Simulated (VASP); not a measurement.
# AlGaN2 (P-4m2) in VASP: notebook

Runs on AlGaN2. Level: LDA. Tasks: single point.

All numbers are computed with VASP 6.6.1; they aren't measurements. Logs are shortened: lines on timing, memory, paths and dates and some standing lists are left out, and cuts for length are marked.

### Step 1. The cell of the first run

The structure is tetragonal, space group P-4m2 (No. 115). The conventional cell has a = 3.037 Å, b = 3.037 Å, c = 4.384 Å, α = 90.00°, β = 90.00°, γ = 90.00°. Within 2.5 Å of Al (site symmetry -4m2) lie 4 N at 1.85 Å. Ga (site symmetry -4m2) has 4 N at 1.90 Å within 2.5 Å. Within 2.5 Å of N (site symmetry 2mm) lie 2 Al at 1.85 Å and 2 Ga at 1.90 Å.

### Step 2. Single point, LDA (strain -0.025 along x and y, +0.000 along z)

Contents of INCAR:

```
PREC = Accurate
ENCUT = 520
EDIFF = 1E-6
ISMEAR = 0
SIGMA = 0.05
LREAL = False
LASPH = True
NELM = 80
ALGO = Normal
ISIF = 2
LWAVE = False
LCHARG = False
GGA = CA
NBANDS = 21
```

Contents of KPOINTS:

```
Automatic mesh
0
Gamma
  8 8 6
```

Contents of POSCAR:

```
AlGaN2
1.0
    3.0374043075      0.0000000000      0.0000000000
    0.0000000000      3.0374043075      0.0000000000
    0.0000000000      0.0000000000      4.3843301683
Al Ga N
1 1 2
Direct
    0.5000000000      0.5000000000      0.5000000000
    0.0000000000      0.0000000000      0.0000000000
    0.5000000000      0.0000000000      0.7400513246
    0.0000000000      0.5000000000      0.2599486754
```

Potentials or basis: VASP PAW LDA potentials, release 64 (Al, Ga_d, N).

Started as:

```sh
> cat potpaw_LDA.64/Al/POTCAR potpaw_LDA.64/Ga_d/POTCAR potpaw_LDA.64/N/POTCAR > POTCAR
> mpirun -np 1 vasp_std > vasp.out
```

OUTCAR:

```text
PREC = Accurate
   ENCUT = 520
   EDIFF = 1E-6
   ISMEAR = 0
   LREAL = False
   LASPH = True
   NELM = 80
   ISIF = 2
   GGA = CA

 ion  position               nearest neighbor table
   1  0.500  0.500  0.500-   3 1.85   4 1.85   3 1.85   4 1.85   2 3.07   2 3.07   2 3.07   2 3.07
                             2 3.07   2 3.07   2 3.07   2 3.07
   2  0.000  0.000  0.000-   3 1.90   4 1.90   4 1.90   3 1.90   1 3.07   1 3.07   1 3.07   1 3.07
                             1 3.07   1 3.07   1 3.07   1 3.07
   3  0.500  0.000  0.740-   1 1.85   1 1.85   2 1.90   2 1.90
   4  0.000  0.500  0.260-   1 1.85   1 1.85   2 1.90   2 1.90

  LATTYP: Found a simple tetragonal cell.
 ALAT       =     3.0374043075
 C/A-ratio  =     1.4434463524

  Lattice vectors:

 A1 = (   3.0374043075,   0.0000000000,   0.0000000000)
 A2 = (   0.0000000000,   3.0374043075,   0.0000000000)
 A3 = (   0.0000000000,   0.0000000000,   4.3843301683)

Analysis of symmetry for initial positions (statically):
=====================================================================
 Subroutine PRICEL returns:
 Original cell was already a primitive cell.

 Routine SETGRP: Setting up the symmetry group for a
 simple tetragonal supercell.

 Subroutine GETGRP returns: Found  8 space group operations
 (whereof  8 operations were pure point group operations)
 out of a pool of 16 trial point group operations.

The static configuration has the point symmetry D_2d.

Analysis of symmetry for dynamics (positions and initial velocities):
=====================================================================
 Subroutine PRICEL returns:
 Original cell was already a primitive cell.

 Routine SETGRP: Setting up the symmetry group for a
 simple tetragonal supercell.

 Subroutine GETGRP returns: Found  8 space group operations
 (whereof  8 operations were pure point group operations)
 out of a pool of 16 trial point group operations.

The dynamic configuration has the point symmetry D_2d.

 Subroutine INISYM returns: Found  8 space group operations
 (whereof  8 operations are pure point group operations),
 and found     1 'primitive' translations

----------------------------------------------------------------------------------------

                                     Primitive cell

  volume of cell :      40.4491

  direct lattice vectors                    reciprocal lattice vectors
[... 86 lines left out ...]
   LNONCOLLINEAR =      F non collinear calculations
   LSORBIT =      F    spin-orbit coupling
   LASPH  =      T    aspherical Exc in radial PAW
   ENCUT  =  520.0 eV  38.22 Ry    6.18 a.u.   5.65  5.65  8.15*2*pi/ulx,y,z
   NELM   =     80;   NELMIN=  2; NELMDL= -5     # of ELM steps
   EDIFF  = 0.1E-05   stopping-criterion for ELM
   LREAL  =      F    real-space projection
   EDIFFG = 0.1E-04   stopping-criterion for IOM
   NSW    =      0    number of steps for IOM
   IBRION =     -1    ionic relax: 0-MD 1-quasi-New 2-CG
   NFREE  =      0    steps in history (QN), initial steepest desc. (CG)
   ISIF   =      2    stress and relaxation
   ISYM   =      2    0-nonsym 1-usesym 2-fastsym
   POTIM  = 0.5000    time-step for ionic-motion
   TEBEG  =    0.0;   TEEND  =   0.0 temperature during run
   PSTRESS=    0.0 pullay stress
   NELECT =      26.0000    total number of electrons
   NUPDOWN=      -1.0000    fix difference up-down
   EMIN   =  10.00;   EMAX   =-10.00  energy-range for DOS
   EFERMI =   0.00;   METHOD = LEGACY
   ISMEAR =     0;   SIGMA  =   0.05  broadening in eV -4-tet -1-fermi 0-gaus
   EFERMI_NEDOS =   21; number of points for ismear=-14 and -15
   IALGO  =     38    algorithm
   IMIX   =      4    mixing-type and parameters
     AMIX     =   0.40;   BMIX     =  1.00
     AMIX_MAG =   1.60;   BMIX_MAG =  1.00
  volume/ion in A,a.u.               =      10.11        68.24
  Fermi-wavevector in a.u.,A,eV,Ry     =   1.412851  2.669902 27.159254  1.996149
  Thomas-Fermi vector in A             =   2.534557
   LORBIT       =      0    0 simple, 1 ext, 2 COOP (PROOUT), +10 PAW based schemes
   GGA     = CA    functional components
   LHFCALC =     F    Hartree Fock is set to
   AEXX    =    0.0000 exact exchange contribution
   IVDW    =     0    specifies the selected vdW correction
   LEPSILON=     F    determine dielectric tensor
   LRPA    =     F    only Hartree local field effects (RPA)
 non-spin polarized calculation
 Gauss-broadening in eV      SIGMA  =   0.05
  energy-cutoff  :      520.00
  volume of cell :       40.45
 maximum number of plane-waves:      1106
 NGX is ok and might be reduce to    24
   NGX = 11   NGY = 11   NGZ = 17

 number of electron      26.0000006 magnetization

 Free energy of the ion-electron system (eV)
  ---------------------------------------------------
  ext. energy  EPLUGINS =         0.00000000
  ---------------------------------------------------
  free energy    TOTEN  =       -30.22083634 eV

  energy without entropy =      -30.22083634  energy(sigma->0) =      -30.22083634

 E-fermi :   6.5434     XC(G=0): -12.0981

 val. band max:        6.2468855548   @ k =   0.0000   0.0000   0.0000
 cond. band min:       9.4159282273   @ k =   0.5000   0.5000   0.0000
 fundamental gap:      3.1690426725
 Fermi energy:         6.5434088068

 k-point     1 :       0.0000    0.0000    0.0000
  band No.  band energies     occupation
      1      -9.7371      2.00000
      2      -8.0839      2.00000
      3      -6.8878      2.00000
      4      -6.8878      2.00000
      5      -6.8442      2.00000
      6      -6.6350      2.00000
[... 565 lines left out ...]
     20      18.8407      0.00000
     21      18.9545      0.00000

 [... further k-points ...]
[... 5 lines left out ...]
  --------------------------------------------------------------------------------------
  -------------------------------------------------------------------------------------
  Total        3.4961804      3.4961804      2.6120531      0.0000000      0.0000000      0.0000000
  in kB      138.4828367    138.4828367    103.4627764      0.0000000      0.0000000      0.0000000
  external PRESSURE =     126.8094833 kB  Pullay stress =       0.0000000 kB

 VOLUME and BASIS-vectors are now :
 -----------------------------------------------------------------------------
  energy-cutoff  :      520.00
  volume of cell :       40.45
      direct lattice vectors                 reciprocal lattice vectors
     3.037404308  0.000000000  0.000000000     0.329228479  0.000000000  0.000000000
     0.000000000  3.037404308  0.000000000     0.000000000  0.329228479  0.000000000
     0.000000000  0.000000000  4.384330168     0.000000000  0.000000000  0.228085012

 POSITION                                       TOTAL-FORCE (eV/Angst)
 -----------------------------------------------------------------------------------
      1.51870      1.51870      2.19217        -0.000000     -0.000000      0.000000
      0.00000      0.00000      0.00000        -0.000000      0.000000      0.000000
      1.51870      0.00000      3.24463         0.000000      0.000000     -0.005148
      0.00000      1.51870      1.13970        -0.000000      0.000000      0.005148
 -----------------------------------------------------------------------------------
    total drift:                                0.000000      0.000000      0.000000

  FREE ENERGIE OF THE ION-ELECTRON SYSTEM (eV)
  ---------------------------------------------------
  free  energy   TOTEN  =       -30.2208363414 eV

  energy  without entropy=      -30.2208363414  energy(sigma->0) =      -30.22083634
```

OSZICAR:

```text
N       E                     dE             d eps       ncg     rms          rms(c)
DAV:   1     0.168775285006E+03    0.16878E+03   -0.13011E+04  2820   0.188E+03
DAV:   2    -0.154249444671E+02   -0.18420E+03   -0.17153E+03  2747   0.411E+02
DAV:   3    -0.347875250489E+02   -0.19363E+02   -0.19151E+02  2924   0.105E+02
DAV:   4    -0.352417657703E+02   -0.45424E+00   -0.45368E+00  3102   0.168E+01
DAV:   5    -0.352493651230E+02   -0.75994E-02   -0.75989E-02  2981   0.210E+00    0.120E+01
DAV:   6    -0.303017029847E+02    0.49477E+01   -0.14530E+01  3883   0.566E+01    0.402E+00
DAV:   7    -0.302855849590E+02    0.16118E-01   -0.11093E+00  2740   0.778E+00    0.272E+00
DAV:   8    -0.302332899319E+02    0.52295E-01   -0.18605E-01  3346   0.441E+00    0.916E-01
DAV:   9    -0.302206200622E+02    0.12670E-01   -0.39955E-02  3492   0.308E+00    0.289E-01
DAV:  10    -0.302209333381E+02   -0.31328E-03   -0.58519E-03  2885   0.548E-01    0.118E-01
DAV:  11    -0.302208446208E+02    0.88717E-04   -0.27937E-04  3112   0.122E-01    0.393E-02
DAV:  12    -0.302208358346E+02    0.87862E-05   -0.45149E-05  3261   0.848E-02    0.973E-03
DAV:  13    -0.302208363414E+02   -0.50679E-06   -0.40676E-06  2346   0.135E-02
   1 F= -.30220836E+02 E0= -.30220836E+02  d E =-.785378E-19
```

Wall time 55 s (1 thread of Intel Xeon 8259CL, shared host); peak memory 0.17 GiB.

Results:

| Property | Result |
| --- | --- |
| Free energy | -30.2208 eV |
| Pressure | 12.7 GPa |
| Largest force | 0.005 eV/Å |
| Band gap on the k mesh | 3.17 eV, indirect (least direct gap 3.41 eV) |

Forces in eV/Å, atoms in the order of the input:
```
Al   0.000  0.000  0.000
Ga   0.000  0.000  0.000
N    0.000  0.000 -0.005
N    0.000  0.000  0.005
```

Levels at points of the mesh, in eV from the valence-band top:
| k point | band 11 | band 12 | band 13 | band 14 | band 15 | band 16 |
| --- | --- | --- | --- | --- | --- | --- |
| (0.00, 0.00, 0.00) | -0.37 | 0.00 | 0.00 | 3.41 | 3.60 | 8.11 |
| (0.50, 0.00, 0.00) | -3.23 | -0.98 | -0.68 | 7.37 | 7.69 | 8.45 |
| (0.50, 0.50, 0.00) | -2.57 | -2.57 | -2.54 | 3.17 | 3.17 | 6.44 |
| (0.00, 0.00, 0.50) | -1.66 | -1.01 | -1.01 | 5.48 | 5.56 | 8.47 |
| (0.50, 0.00, 0.50) | -0.96 | -0.81 | -0.55 | 5.67 | 7.01 | 9.45 |
| (0.50, 0.50, 0.50) | -3.57 | -3.57 | -3.54 | 6.08 | 6.08 | 9.52 |

Caveat: the cell differs from its parent crystal (strain -0.025 along x and y, +0.000 along z). A k mesh can miss the band edges.

### Step 3. Single point, LDA (strain +0.000 along x and y, -0.025 along z)

Contents of INCAR:

```
PREC = Accurate ; ENCUT = 520
EDIFF = 1E-7 ; ISMEAR = 0
SIGMA = 0.05 ; LREAL = False
LASPH = True ; NELM = 80
ALGO = Normal ; ISIF = 2
LWAVE = False ; LCHARG = False
NBANDS = 21
```

KPOINTS is that of step 2.

Contents of POSCAR:

```
AlGaN2
1.0
    3.1152864692      0.0000000000      0.0000000000
    0.0000000000      3.1152864692      0.0000000000
    0.0000000000      0.0000000000      4.2747219141
Al Ga N
1 1 2
Direct
    0.5000000000      0.5000000000      0.5000000000
    0.0000000000      0.0000000000      0.0000000000
    0.5000000000      0.0000000000      0.7400513246
    0.0000000000      0.5000000000      0.2599486754
```

Potentials or basis: VASP PAW LDA potentials, release 64 (Al, Ga_d, N).

Started as:

```sh
> cat potpaw_LDA.64/Al/POTCAR potpaw_LDA.64/Ga_d/POTCAR potpaw_LDA.64/N/POTCAR > POTCAR
> mpirun -np 1 vasp_std > vasp.out
```

Run time: 58 s. Hardware: 1 thread of Intel Xeon 8259CL, shared host; peak memory 0.17 GiB.

Results (log left out):

* Free energy: -30.2842 eV
* Pressure: 6.4 GPa
* Largest force: 0.087 eV/Å
* Band gap on the k mesh: 3.29 eV, direct

Forces on the atoms (eV/Å):
```
Al   0.000  0.000  0.000
Ga   0.000  0.000  0.000
N    0.000  0.000 -0.087
N    0.000  0.000  0.087
```

Stress tensor (GPa, compression positive):
```
5.40 0.00 0.00
0.00 5.40 0.00
0.00 0.00 8.34
```

Levels at points of the mesh, in eV from the valence-band top:
```csv
k point,band 9,band 10,band 11,band 12,band 13,band 14,band 15,band 16,band 17,band 18
"(0.00, 0.00, 0.00)",-2.58,-2.58,-0.14,0.00,0.00,3.29,3.45,7.47,11.54,11.54
"(0.50, 0.00, 0.00)",-4.50,-2.98,-2.85,-1.09,-0.84,7.23,7.48,7.95,8.55,10.76
"(0.50, 0.50, 0.00)",-5.17,-2.32,-2.30,-2.30,-2.28,3.34,3.34,6.71,8.98,12.70
"(0.00, 0.00, 0.50)",-2.42,-1.73,-1.73,-1.10,-1.10,5.48,5.67,8.21,9.24,11.62
"(0.50, 0.00, 0.50)",-6.46,-1.07,-0.81,-0.68,-0.47,5.56,6.87,9.36,9.69,10.16
"(0.50, 0.50, 0.50)",-4.49,-4.23,-3.43,-3.43,-3.41,6.42,6.42,9.40,10.98,11.72
```

Caveat: the cell differs from its parent crystal (strain +0.000 along x and y, -0.025 along z). A k mesh can miss the band edges.

### Step 4. Single point, LDA (strain -0.025 along x and y, +0.025 along z)

Contents of INCAR:

```
  PREC = Accurate
  ENCUT = 520
  EDIFF = 1E-7
  ISMEAR = 0
  SIGMA = 0.05
  LREAL = False
  LASPH = True
  NELM = 100
  ALGO = Normal
  ISIF = 2
  LWAVE = False
  LCHARG = False
  NBANDS = 21
```

Contents of KPOINTS:

```
regular mesh
0
Gamma
  8 8 6
```

Contents of POSCAR:

```
AlGaN2
1.0
    3.0374043075      0.0000000000      0.0000000000
    0.0000000000      3.0374043075      0.0000000000
    0.0000000000      0.0000000000      4.4939384225
Al Ga N
1 1 2
Direct
    0.5000000000      0.5000000000      0.5000000000
    0.0000000000      0.0000000000      0.0000000000
    0.5000000000      0.0000000000      0.7400513246
    0.0000000000      0.5000000000      0.2599486754
```

Started as:

```sh
> cat potpaw_LDA.64/Al/POTCAR potpaw_LDA.64/Ga_d/POTCAR potpaw_LDA.64/N/POTCAR > POTCAR
> mpirun -np 1 vasp_std > vasp.out
```

Run time: 56 s. Hardware: 1 thread of Intel Xeon 8259CL, shared host; peak memory 0.17 GiB.

The run converged. Its results:

```
Free energy            : -30.2590 eV
Pressure               : 6.5 GPa
Largest force          : 0.048 eV/Å
Band gap on the k mesh : 3.08 eV, indirect (least direct gap 3.17 eV)
```

Forces on the atoms (eV/Å):
```
Al   0.000  0.000  0.000
Ga   0.000  0.000  0.000
N    0.000  0.000  0.048
N    0.000  0.000 -0.048
```

Stress tensor (GPa, compression positive):
```
8.96 0.00 0.00
0.00 8.96 0.00
0.00 0.00 1.60
```

Levels at points of the mesh, in eV from the valence-band top:
| k point | band 9 | band 10 | band 11 | band 12 | band 13 | band 14 | band 15 | band 16 | band 17 | band 18 |
| --- | --- | --- | --- | --- | --- | --- | --- | --- | --- | --- |
| (0.00, 0.00, 0.00) | -2.27 | -2.27 | -0.47 | 0.00 | 0.00 | 3.17 | 3.64 | 8.20 | 11.39 | 11.39 |
| (0.50, 0.00, 0.00) | -4.77 | -3.39 | -3.33 | -0.89 | -0.58 | 7.28 | 7.46 | 8.50 | 8.88 | 9.83 |
| (0.50, 0.50, 0.00) | -5.06 | -2.66 | -2.61 | -2.61 | -2.58 | 3.08 | 3.08 | 6.10 | 8.60 | 12.90 |
| (0.00, 0.00, 0.50) | -2.87 | -1.55 | -1.55 | -0.94 | -0.94 | 5.33 | 5.35 | 8.18 | 9.70 | 11.01 |
| (0.50, 0.00, 0.50) | -6.59 | -1.17 | -0.97 | -0.88 | -0.48 | 5.35 | 6.71 | 9.30 | 9.64 | 10.11 |
| (0.50, 0.50, 0.50) | -4.51 | -4.29 | -3.50 | -3.50 | -3.49 | 5.84 | 5.84 | 9.11 | 10.55 | 10.55 |

Caveat: the cell differs from its parent crystal (strain -0.025 along x and y, +0.025 along z). A k mesh can miss the band edges.

### Step 5. Single point, LDA (strain -0.025 along x and y, +0.050 along z)

Contents of INCAR:

```
PREC     = Accurate       # precision mode
ENCUT    = 520            # plane-wave cutoff, eV
EDIFF    = 1E-6           # SCF threshold, eV
ISMEAR   = 0              # smearing method
SIGMA    = 0.05           # smearing width, eV
LREAL    = F              # projectors in reciprocal space
LASPH    = T              # aspherical terms in the spheres
NELM     = 80             # most SCF steps
ALGO     = Normal         # electronic algorithm
ISIF     = 2              # what is computed and relaxed
LWAVE    = F              # write WAVECAR
LCHARG   = F              # write CHGCAR
NBANDS   = 21             # bands
```

Contents of KPOINTS:

```
Automatic mesh
0
Gamma
  8 8 6
```

Edit POSCAR of step 4 so:

```diff
@@ -4,3 +4,3 @@
     0.0000000000      3.0374043075      0.0000000000
-    0.0000000000      0.0000000000      4.4939384225
+    0.0000000000      0.0000000000      4.6035466767
 Al Ga N
```

Started as:

```sh
> cat potpaw_LDA.64/Al/POTCAR potpaw_LDA.64/Ga_d/POTCAR potpaw_LDA.64/N/POTCAR > POTCAR
> mpirun -np 1 vasp_std > vasp.out
```

Wall time 61 s (1 thread of Intel Xeon 8259CL, shared host); peak memory 0.17 GiB.

The run converged. Its results:

| Quantity | Value |
| --- | --- |
| Free energy | -30.2430 eV |
| Pressure | 1.0 GPa |
| Largest force | 0.090 eV/Å |
| Band gap on the k mesh | 2.93 eV, direct |

Forces in eV/Å, atoms in the order of the input:
```
Al   0.000  0.000  0.000
Ga   0.000  0.000  0.000
N    0.000  0.000  0.090
N    0.000  0.000 -0.090
```

Stress tensor (GPa, compression positive):
```
 4.87  0.00  0.00
 0.00  4.87  0.00
 0.00  0.00 -6.81
```

Levels at points of the mesh, in eV from the valence-band top:
| k point | band 11 | band 12 | band 13 | band 14 | band 15 | band 16 |
| --- | --- | --- | --- | --- | --- | --- |
| (0.00, 0.00, 0.00) | -0.58 | 0.00 | 0.00 | 2.93 | 3.68 | 8.28 |
| (0.50, 0.00, 0.00) | -3.43 | -0.81 | -0.49 | 7.16 | 7.21 | 8.52 |
| (0.50, 0.50, 0.00) | -2.65 | -2.65 | -2.61 | 3.00 | 3.00 | 5.78 |
| (0.00, 0.00, 0.50) | -1.45 | -0.87 | -0.87 | 5.16 | 5.19 | 7.86 |
| (0.50, 0.00, 0.50) | -1.13 | -0.80 | -0.40 | 5.01 | 6.36 | 9.15 |
| (0.50, 0.50, 0.50) | -3.45 | -3.45 | -3.44 | 5.63 | 5.63 | 8.70 |

Caveat: the cell differs from its parent crystal (strain -0.025 along x and y, +0.050 along z). A k mesh can miss the band edges.

### Step 6. Summary

```csv
cell,gap on the mesh (eV),pressure (GPa),largest force (eV/Å)
"a = 3.037, b = 3.037, c = 4.384 Å, 4 atoms",3.17,12.7,0.01
"a = 3.115, b = 3.115, c = 4.275 Å, 4 atoms",3.29,6.4,0.09
"a = 3.037, b = 3.037, c = 4.494 Å, 4 atoms",3.08,6.5,0.05
"a = 3.037, b = 3.037, c = 4.604 Å, 4 atoms",2.93,1.0,0.09
```

Alike in all rows: task single point; level LDA; potentials or basis VASP PAW LDA potentials, release 64 (Al, Ga_d, N); no spin polarisation; k mesh 8 × 8 × 6; cutoff (eV) 520; smearing gaussian 0.05 eV.

Total energies depend on the potentials used, so only differences within one code and one set of settings carry meaning.
